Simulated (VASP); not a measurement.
# ZnO (P6_3mc) in VASP: further runs

Runs on ZnO. Level: LDA. Tasks: single point.

Program: VASP 6.6.1. These are calculated values, not measurements. Logs are shortened: lines on timing, memory, paths and dates and some standing lists are left out, and cuts for length are marked.

**1. The cell of the first run**

Symmetry: P6_3mc, No. 186, hexagonal system. The conventional cell has a = 3.205 Å, b = 3.205 Å, c = 5.133 Å, α = 90.00°, β = 90.00°, γ = 120.00°. Within 2.6 Å of Zn (site symmetry 3m) lie 4 O at 1.95 to 1.96 Å. Within 2.6 Å of O (site symmetry 3m) lie 4 Zn at 1.95 to 1.96 Å.

**2. Single point, LDA (11.42 Å³/atom)**

INCAR reads:

```
SYSTEM = ZnO
PREC     = Accurate       ! precision mode
ENCUT    = 520            ! plane-wave cutoff, eV
EDIFF    = 1E-7           ! SCF threshold, eV
ISMEAR   = -1             ! smearing method
SIGMA    = 0.02           ! smearing width, eV
LREAL    = .False.        ! projectors in reciprocal space
LASPH    = .True.         ! aspherical terms in the spheres
NELM     = 60             ! most SCF steps
ALGO     = Normal         ! electronic algorithm
ISIF     = 2              ! what is computed and relaxed
LWAVE    = .False.        ! write WAVECAR
LCHARG   = .False.        ! write CHGCAR
NBANDS   = 26             ! bands
```

KPOINTS reads:

```
Automatic mesh
0
Gamma
  11 11 6
  0 0 0
```

POSCAR reads:

```
ZnO
1.0
    3.2054825469      0.0000000000      0.0000000000
   -1.6027412734      2.7760293170      0.0000000000
    0.0000000000      0.0000000000      5.1334697570
Zn O
2 2
Direct
    0.3333333333      0.6666666667      0.0000000000
    0.6666666667      0.3333333333      0.5000000000
    0.3333333333      0.6666666667      0.3821000000
    0.6666666667      0.3333333333      0.8821000000
```

Potentials or basis: VASP PAW LDA potentials, release 64 (Zn, O).

Run with:

```console
cat potpaw_LDA.64/Zn/POTCAR potpaw_LDA.64/O/POTCAR > POTCAR
mpirun -np 1 vasp_std > vasp.out
```

OUTCAR:

```text
SYSTEM = ZnO
   PREC = Accurate
   ENCUT = 520
   EDIFF = 1E-7
   ISMEAR = -1
   LREAL = .False.
   LASPH = .True.
   NELM = 60
   ISIF = 2

 ion  position               nearest neighbor table
   1  0.333  0.667  0.000-   4 1.95   4 1.95   4 1.95   3 1.96
   2  0.667  0.333  0.500-   3 1.95   3 1.95   3 1.95   4 1.96
   3  0.333  0.667  0.382-   2 1.95   2 1.95   2 1.95   1 1.96
   4  0.667  0.333  0.882-   1 1.95   1 1.95   1 1.95   2 1.96

  LATTYP: Found a hexagonal cell.
 ALAT       =     3.2054825469
 C/A-ratio  =     1.6014655148

  Lattice vectors:

 A1 = (   3.2054825469,   0.0000000000,   0.0000000000)
 A2 = (  -1.6027412734,   2.7760293170,   0.0000000000)
 A3 = (   0.0000000000,   0.0000000000,   5.1334697570)

Analysis of symmetry for initial positions (statically):
=====================================================================
 Subroutine PRICEL returns:
 Original cell was already a primitive cell.

 Routine SETGRP: Setting up the symmetry group for a
 hexagonal supercell.

 Subroutine GETGRP returns: Found 12 space group operations
 (whereof  6 operations were pure point group operations)
 out of a pool of 24 trial point group operations.

The static configuration has the point symmetry C_3v.
 The point group associated with its full space group is C_6v.

Analysis of symmetry for dynamics (positions and initial velocities):
=====================================================================
 Subroutine PRICEL returns:
 Original cell was already a primitive cell.

 Routine SETGRP: Setting up the symmetry group for a
 hexagonal supercell.

 Subroutine GETGRP returns: Found 12 space group operations
 (whereof  6 operations were pure point group operations)
 out of a pool of 24 trial point group operations.

The dynamic configuration has the point symmetry C_3v.
 The point group associated with its full space group is C_6v.

 Subroutine INISYM returns: Found 12 space group operations
 (whereof  6 operations are pure point group operations),
 and found     1 'primitive' translations

----------------------------------------------------------------------------------------

                                     Primitive cell

[... 89 lines left out ...]
   LNONCOLLINEAR =      F non collinear calculations
   LSORBIT =      F    spin-orbit coupling
   LASPH  =      T    aspherical Exc in radial PAW
   ENCUT  =  520.0 eV  38.22 Ry    6.18 a.u.   5.96  5.96  9.54*2*pi/ulx,y,z
   NELM   =     60;   NELMIN=  2; NELMDL= -5     # of ELM steps
   EDIFF  = 0.1E-06   stopping-criterion for ELM
   LREAL  =      F    real-space projection
   EDIFFG = 0.1E-05   stopping-criterion for IOM
   NSW    =      0    number of steps for IOM
   IBRION =     -1    ionic relax: 0-MD 1-quasi-New 2-CG
   NFREE  =      0    steps in history (QN), initial steepest desc. (CG)
   ISIF   =      2    stress and relaxation
   ISYM   =      2    0-nonsym 1-usesym 2-fastsym
   POTIM  = 0.5000    time-step for ionic-motion
   TEBEG  =    0.0;   TEEND  =   0.0 temperature during run
   PSTRESS=    0.0 pullay stress
   NELECT =      36.0000    total number of electrons
   NUPDOWN=      -1.0000    fix difference up-down
   EMIN   =  10.00;   EMAX   =-10.00  energy-range for DOS
   EFERMI =   0.00;   METHOD = LEGACY
   ISMEAR =    -1;   SIGMA  =   0.02  broadening in eV -4-tet -1-fermi 0-gaus
   EFERMI_NEDOS =   21; number of points for ismear=-14 and -15
   IALGO  =     38    algorithm
   IMIX   =      4    mixing-type and parameters
     AMIX     =   0.40;   BMIX     =  1.00
     AMIX_MAG =   1.60;   BMIX_MAG =  1.00
  volume/ion in A,a.u.               =      11.42        77.07
  Fermi-wavevector in a.u.,A,eV,Ry     =   1.512166  2.857580 31.111713  2.286646
  Thomas-Fermi vector in A             =   2.622127
   LORBIT       =      0    0 simple, 1 ext, 2 COOP (PROOUT), +10 PAW based schemes
   GGA     = CA    functional components
   LHFCALC =     F    Hartree Fock is set to
   AEXX    =    0.0000 exact exchange contribution
   IVDW    =     0    specifies the selected vdW correction
   LEPSILON=     F    determine dielectric tensor
   LRPA    =     F    only Hartree local field effects (RPA)
 non-spin polarized calculation
  energy-cutoff  :      520.00
  volume of cell :       45.68
 maximum number of plane-waves:      1249
 NGX is ok and might be reduce to    24
   NGX = 11   NGY = 11   NGZ = 19

 number of electron      36.0000006 magnetization

 Free energy of the ion-electron system (eV)
  ---------------------------------------------------
  ext. energy  EPLUGINS =         0.00000000
  ---------------------------------------------------
  free energy    TOTEN  =       -21.15746602 eV

  energy without entropy =      -21.15746602  energy(sigma->0) =      -21.15746602

 E-fermi :   1.6434     XC(G=0): -11.6828

 val. band max:        1.2709522395   @ k =   0.0000   0.0000   0.0000
 cond. band min:       2.0794084238   @ k =   0.0000   0.0000   0.0000
 fundamental gap:      0.8084561843
 Fermi energy:         1.6434471989

 k-point     1 :       0.0000    0.0000    0.0000
  band No.  band energies     occupation
      1     -16.8808      2.00000
      2     -16.0379      2.00000
      3      -4.7388      2.00000
      4      -4.7272      2.00000
      5      -4.7272      2.00000
      6      -4.6321      2.00000
[... 685 lines left out ...]
     25      14.3447      0.00000
     26      15.8945      0.00000

 [... further k-points ...]

------------------------ aborting loop because EDIFF is reached ----------------------------------------

  FORCE on cell =-STRESS in cart. coord.  units (eV):
  Direction    XX          YY          ZZ          XY          YZ          ZX
  --------------------------------------------------------------------------------------
  -------------------------------------------------------------------------------------
  Total       -0.0410297     -0.0410297      0.0797035     -0.0000000      0.0000000      0.0000000
  in kB       -1.4390664     -1.4390664      2.7954986     -0.0000000      0.0000000      0.0000000
  external PRESSURE =      -0.0275447 kB  Pullay stress =       0.0000000 kB

 VOLUME and BASIS-vectors are now :
 -----------------------------------------------------------------------------
  energy-cutoff  :      520.00
  volume of cell :       45.68
      direct lattice vectors                 reciprocal lattice vectors
     3.205482547  0.000000000  0.000000000     0.311965511  0.180113372  0.000000000
    -1.602741273  2.776029317  0.000000000     0.000000000  0.360226743  0.000000000
     0.000000000  0.000000000  5.133469757     0.000000000  0.000000000  0.194800018

 POSITION                                       TOTAL-FORCE (eV/Angst)
 -----------------------------------------------------------------------------------
     -0.00000      1.85069      0.00000        -0.000000      0.000000      0.042395
      1.60274      0.92534      2.56673         0.000000     -0.000000      0.042395
     -0.00000      1.85069      1.96150        -0.000000      0.000000     -0.042395
      1.60274      0.92534      4.52823         0.000000      0.000000     -0.042395
 -----------------------------------------------------------------------------------
    total drift:                                0.000000      0.000001      0.000307

  FREE ENERGIE OF THE ION-ELECTRON SYSTEM (eV)
  ---------------------------------------------------
  free  energy   TOTEN  =       -21.1574660199 eV

  energy  without entropy=      -21.1574660199  energy(sigma->0) =      -21.15746602
```

stdout:

```text
POSCAR found type information on POSCAR ZnO
 POSCAR found :  2 types and       4 ions
 scaLAPACK will be used
 LDA part: xc-table for (Slater(with rela. corr.)+CA(PZ))
 , standard interpolation
 POSCAR, INCAR and KPOINTS ok, starting setup
 FFT: planning ... GRIDC
 FFT: planning ... GRID_SOFT
 FFT: planning ... GRID
 WAVECAR not read
 entering main loop
```

Wall time 39 s (1 thread of AMD EPYC 9R45 (Zen 5), shared host); peak memory 0.15 GiB.

What came out:

* Free energy: -21.1575 eV
* Pressure: 0.0 GPa
* Largest force: 0.042 eV/Å
* Band gap on the k mesh: 0.81 eV

Forces in eV/Å, atoms in the order of the input:
```
Zn   0.000  0.000  0.042
Zn   0.000  0.000  0.042
O    0.000  0.000 -0.042
O    0.000  0.000 -0.042
```

Levels at points of the mesh, in eV from the valence-band top:
```tsv
k point	band 15	band 16	band 17	band 18	band 19	band 20	band 21	band 22
(0.00, 0.00, 0.00)	-0.84	-0.11	0.00	0.00	0.81	5.22	8.25	12.83
(0.00, 0.00, 0.50)	-0.42	-0.42	-0.42	-0.42	3.49	3.49	10.07	10.07
```

**3. Single point, LDA (11.66 Å³/atom)**

This run uses another cell than the first one, of 11.66 Å³/atom.

INCAR reads:

```
  PREC = Accurate
  ENCUT = 520
  EDIFF = 1E-7
  ISMEAR = -1
  SIGMA = 0.02
  LREAL = False
  LASPH = True
  NELM = 80
  ALGO = Normal
  ISIF = 2
  LWAVE = False
  LCHARG = False
  NBANDS = 26
```

KPOINTS reads:

```
Automatic mesh
0
Gamma
  11 11 6
```

POSCAR reads:

```
ZnO
1.0
    3.2275900217      0.0000000000      0.0000000000
   -1.6137950108      2.7951749517      0.0000000000
    0.0000000000      0.0000000000      5.1688741155
Zn O
2 2
Direct
    0.3333333333      0.6666666667      0.0000000000
    0.6666666667      0.3333333333      0.5000000000
    0.3333333333      0.6666666667      0.3821000000
    0.6666666667      0.3333333333      0.8821000000
```

Potentials or basis: VASP PAW LDA potentials, release 64 (Zn, O).

Run with:

```console
cat potpaw_LDA.64/Zn/POTCAR potpaw_LDA.64/O/POTCAR > POTCAR
mpirun -np 1 vasp_std > vasp.out
```

OUTCAR:

```text
PREC = Accurate
   ENCUT = 520
   EDIFF = 1E-7
   ISMEAR = -1
   LREAL = False
   LASPH = True
   NELM = 80
   ISIF = 2

 ion  position               nearest neighbor table
   1  0.333  0.667  0.000-   4 1.96   4 1.96   4 1.96   3 1.98
   2  0.667  0.333  0.500-   3 1.96   3 1.96   3 1.96   4 1.98
   3  0.333  0.667  0.382-   2 1.96   2 1.96   2 1.96   1 1.98
   4  0.667  0.333  0.882-   1 1.96   1 1.96   1 1.96   2 1.98

  LATTYP: Found a hexagonal cell.
 ALAT       =     3.2275900217
 C/A-ratio  =     1.6014655147

  Lattice vectors:

 A1 = (   3.2275900217,   0.0000000000,   0.0000000000)
 A2 = (  -1.6137950108,   2.7951749517,   0.0000000000)
 A3 = (   0.0000000000,   0.0000000000,   5.1688741155)

Analysis of symmetry for initial positions (statically):
=====================================================================
 Subroutine PRICEL returns:
 Original cell was already a primitive cell.

 Routine SETGRP: Setting up the symmetry group for a
 hexagonal supercell.

 Subroutine GETGRP returns: Found 12 space group operations
 (whereof  6 operations were pure point group operations)
 out of a pool of 24 trial point group operations.

[... 168 lines left out ...]

 val. band max:        1.0718889375   @ k =   0.0000   0.0000   0.0000
 cond. band min:       1.8473167473   @ k =   0.0000   0.0000   0.0000
 fundamental gap:      0.7754278098
 Fermi energy:         1.4374085853

 k-point     1 :       0.0000    0.0000    0.0000
  band No.  band energies     occupation
      1     -16.9022      2.00000
      2     -16.0941      2.00000
      3      -4.8158      2.00000
      4      -4.8158      2.00000
      5      -4.7692      2.00000
      6      -4.7254      2.00000
[... 685 lines left out ...]
     25      14.0300      0.00000
     26      15.5550      0.00000

 [... further k-points ...]

------------------------ aborting loop because EDIFF is reached ----------------------------------------

  FORCE on cell =-STRESS in cart. coord.  units (eV):
  Direction    XX          YY          ZZ          XY          YZ          ZX
  --------------------------------------------------------------------------------------
  -------------------------------------------------------------------------------------
  Total       -0.9798410     -0.9798410     -0.8287830     -0.0000000      0.0000000     -0.0000000
  in kB      -33.6653289    -33.6653289    -28.4752857     -0.0000000      0.0000000     -0.0000000
  external PRESSURE =     -31.9353145 kB  Pullay stress =       0.0000000 kB

 VOLUME and BASIS-vectors are now :
 -----------------------------------------------------------------------------
  energy-cutoff  :      520.00
  volume of cell :       46.63
      direct lattice vectors                 reciprocal lattice vectors
     3.227590022  0.000000000  0.000000000     0.309828694  0.178879680  0.000000000
    -1.613795011  2.795174952  0.000000000     0.000000000  0.357759359  0.000000000
     0.000000000  0.000000000  5.168874116     0.000000000  0.000000000  0.193465729

 POSITION                                       TOTAL-FORCE (eV/Angst)
 -----------------------------------------------------------------------------------
     -0.00000      1.86345      0.00000         0.000000     -0.000000      0.041549
      1.61380      0.93172      2.58444        -0.000000      0.000000      0.041549
     -0.00000      1.86345      1.97503        -0.000000     -0.000000     -0.041549
      1.61380      0.93172      4.55946        -0.000000      0.000000     -0.041549
 -----------------------------------------------------------------------------------
    total drift:                               -0.000000     -0.000000     -0.000488

  FREE ENERGIE OF THE ION-ELECTRON SYSTEM (eV)
  ---------------------------------------------------
  free  energy   TOTEN  =       -21.1489498142 eV

  energy  without entropy=      -21.1489498141  energy(sigma->0) =      -21.14894981
```

OSZICAR:

```text
N       E                     dE             d eps       ncg     rms          rms(c)
DAV:   1     0.293112972528E+03    0.29311E+03   -0.18204E+04  3384   0.205E+03
DAV:   2     0.741456820478E+01   -0.28570E+03   -0.26879E+03  3472   0.415E+02
DAV:   3    -0.235969146469E+02   -0.31011E+02   -0.30603E+02  3674   0.139E+02
DAV:   4    -0.242080227098E+02   -0.61111E+00   -0.60965E+00  3668   0.198E+01
DAV:   5    -0.242111209957E+02   -0.30983E-02   -0.30981E-02  3628   0.148E+00    0.149E+01
DAV:   6    -0.210527212912E+02    0.31584E+01   -0.60296E+00  5280   0.612E+01    0.945E+00
DAV:   7    -0.212155128713E+02   -0.16279E+00   -0.27138E+00  3448   0.165E+01    0.559E+00
DAV:   8    -0.211998667909E+02    0.15646E-01   -0.57025E-01  4424   0.711E+00    0.167E+00
DAV:   9    -0.211469191381E+02    0.52948E-01   -0.10396E-01  4832   0.662E+00    0.330E-01
DAV:  10    -0.211489837242E+02   -0.20646E-02   -0.35413E-02  3398   0.133E+00    0.839E-02
DAV:  11    -0.211489592556E+02    0.24469E-04   -0.48697E-04  3912   0.437E-01    0.264E-02
DAV:  12    -0.211489494438E+02    0.98118E-05   -0.10208E-04  4252   0.328E-01    0.737E-03
DAV:  13    -0.211489509769E+02   -0.15331E-05   -0.11102E-05  5064   0.621E-02    0.934E-03
DAV:  14    -0.211489497988E+02    0.11781E-05   -0.41580E-06  3566   0.176E-02    0.143E-03
DAV:  15    -0.211489498142E+02   -0.15419E-07   -0.19014E-07  2796   0.572E-03
   1 F= -.21148950E+02 E0= -.21148950E+02  d E =-.340266E-10
```

stdout:

```text
POSCAR found type information on POSCAR ZnO
 POSCAR found :  2 types and       4 ions
 scaLAPACK will be used
 LDA part: xc-table for (Slater(with rela. corr.)+CA(PZ))
 , standard interpolation
 POSCAR, INCAR and KPOINTS ok, starting setup
 FFT: planning ... GRIDC
 FFT: planning ... GRID_SOFT
 FFT: planning ... GRID
 WAVECAR not read
 entering main loop
```

Run time: 34 s. Hardware: 1 thread of AMD EPYC 9R45 (Zen 5), shared host; peak memory 0.15 GiB.

Results:

```
Free energy            : -21.1489 eV
Pressure               : -3.2 GPa
Largest force          : 0.042 eV/Å
Band gap on the k mesh : 0.78 eV
```

Forces on the atoms (eV/Å):
```
Zn   0.000  0.000  0.042
Zn   0.000  0.000  0.042
O    0.000  0.000 -0.042
O    0.000  0.000 -0.042
```

Caveat: the cell stands under tension.

**4. Single point, LDA (11.78 Å³/atom)**

This run uses another cell than the first one, of 11.78 Å³/atom.

INCAR reads:

```
PREC     = Accurate       # precision mode
ENCUT    = 520            # plane-wave cutoff, eV
EDIFF    = 1E-6           # SCF threshold, eV
ISMEAR   = -1             # smearing method
SIGMA    = 0.02           # smearing width, eV
LREAL    = False          # projectors in reciprocal space
LASPH    = True           # aspherical terms in the spheres
NELM     = 80             # most SCF steps
ALGO     = Normal         # electronic algorithm
ISIF     = 2              # what is computed and relaxed
LWAVE    = False          # write WAVECAR
LCHARG   = True           # write CHGCAR
LELF     = True           # ELF
LVHAR    = True         
NBANDS   = 26             # bands
```

KPOINTS reads:

```
regular mesh
0
Gamma
  11 11 6
```

POSCAR reads:

```
ZnO
1.0
    3.2385310885      0.0000000000      0.0000000000
   -1.6192655442      2.8046501935      0.0000000000
    0.0000000000      0.0000000000      5.1863958566
Zn O
2 2
Direct
    0.3333333333      0.6666666667      0.0000000000
    0.6666666667      0.3333333333      0.5000000000
    0.3333333333      0.6666666667      0.3821000000
    0.6666666667      0.3333333333      0.8821000000
```

Run with:

```console
cat potpaw_LDA.64/Zn/POTCAR potpaw_LDA.64/O/POTCAR > POTCAR
mpirun -np 1 vasp_std > vasp.out
```

Run time: 36 s. Hardware: 1 thread of AMD EPYC 9R45 (Zen 5), shared host; peak memory 0.15 GiB.

The run converged. Its results:

* Free energy: -21.1379 eV
* Pressure: -4.7 GPa
* Largest force: 0.041 eV/Å
* Band gap on the k mesh: 0.76 eV

Forces in eV/Å, atoms in the order of the input:
```
Zn   0.000  0.000  0.041
Zn   0.000  0.000  0.041
O    0.000  0.000 -0.041
O    0.000  0.000 -0.041
```

Stress tensor (GPa, compression positive):
```
-4.85  0.00  0.00
 0.00 -4.85  0.00
 0.00  0.00 -4.28
```

Levels at points of the mesh, in eV from the valence-band top:
| k point | band 14 | band 15 | band 16 | band 17 | band 18 | band 19 | band 20 | band 21 | band 22 | band 23 |
| --- | --- | --- | --- | --- | --- | --- | --- | --- | --- | --- |
| (0.00, 0.00, 0.00) | -0.81 | -0.81 | -0.10 | 0.00 | 0.00 | 0.76 | 5.10 | 8.15 | 12.68 | 12.68 |
| (0.00, 0.00, 0.50) | -2.27 | -0.40 | -0.40 | -0.40 | -0.40 | 3.42 | 3.42 | 9.95 | 9.95 | 12.97 |

Caveat: the cell stands under tension.

**5. The runs side by side**

| cell | gap on the mesh (eV) | pressure (GPa) | largest force (eV/Å) |
| --- | --- | --- | --- |
| a = 3.205, b = 3.205, c = 5.133 Å, angles 90.0, 90.0, 120.0°, 4 atoms | 0.81 | 0.0 | 0.04 |
| a = 3.228, b = 3.228, c = 5.169 Å, angles 90.0, 90.0, 120.0°, 4 atoms | 0.78 | -3.2 | 0.04 |
| a = 3.239, b = 3.239, c = 5.186 Å, angles 90.0, 90.0, 120.0°, 4 atoms | 0.76 | -4.7 | 0.04 |

Alike in all rows: task single point; level LDA; potentials or basis VASP PAW LDA potentials, release 64 (Zn, O); no spin polarisation; k mesh 11 × 11 × 6; cutoff (eV) 520; smearing fermi-dirac 0.02 eV.

Caveats: the cell stands under tension (at least some runs).

Absolute energies hang on the potentials; compare differences alone.
